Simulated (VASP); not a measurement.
Wanted: the native input for a VASP 6.6.1 run.

| Quantity | Value |
| --- | --- |
| Task | single point |
| Functional | PBE |
| Potentials or basis | VASP PAW PBE potentials, release 64 (Ga_d, N) |
| Cutoff | 520 eV |
| k mesh | 6 × 6 × 6 |
| Occupations | gaussian, width 0.01 eV |
| Spin | no spin polarisation |
| Dipole correction | no |
| Further INCAR settings | ALGO = Normal; EDIFF = 1e-06; NBANDS = 16 |

The structure of GaN lies in POSCAR:

```
GaN
1.0
    0.0000000000      2.1296003894      2.1296003894
    2.1296003894      0.0000000000      2.1296003894
    2.1296003894      2.1296003894      0.0000000000
Ga N
1 1
Direct
    0.0000000000      0.0000000000      0.0000000000
    0.5000000000      0.5000000000      0.5000000000
```

This cell differs from its parent crystal: strain +1.0%.

One way to write it, as run:

INCAR

```
SYSTEM = GaN
PREC = Accurate ; ENCUT = 520
EDIFF = 1E-6 ; ISMEAR = 0
SIGMA = 0.01 ; LREAL = .FALSE.
LASPH = .TRUE. ; NELM = 100
ALGO = Normal ; ISIF = 2
LWAVE = .FALSE. ; LCHARG = .TRUE.
GGA = PE ; LELF = .TRUE.
LVHAR = .TRUE. ; NBANDS = 16
```

KPOINTS

```
regular mesh
0
G
  6 6 6
  0 0 0
```

Potentials or basis: VASP PAW PBE potentials, release 64 (Ga_d, N).

Command:

```console
$ cat potpaw_PBE.64/Ga_d/POTCAR potpaw_PBE.64/N/POTCAR > POTCAR
$ mpirun -np 1 vasp_std > vasp.out
```

Results of the run:

```json
{
  "Pressure": "1.9 GPa",
  "Band gap on the k mesh": "0.43 eV, indirect (least direct gap 2.46 eV)"
}
```

Caveat: the k points lie up to 0.43 Å⁻¹ apart; the cell differs from its parent crystal (strain +1.0%).

Run time: 4.1 s on 1 thread of Intel(R) Xeon(R) Platinum 8488C (Sapphire Rapids), with other jobs on the host, peak memory 0.13 GiB.
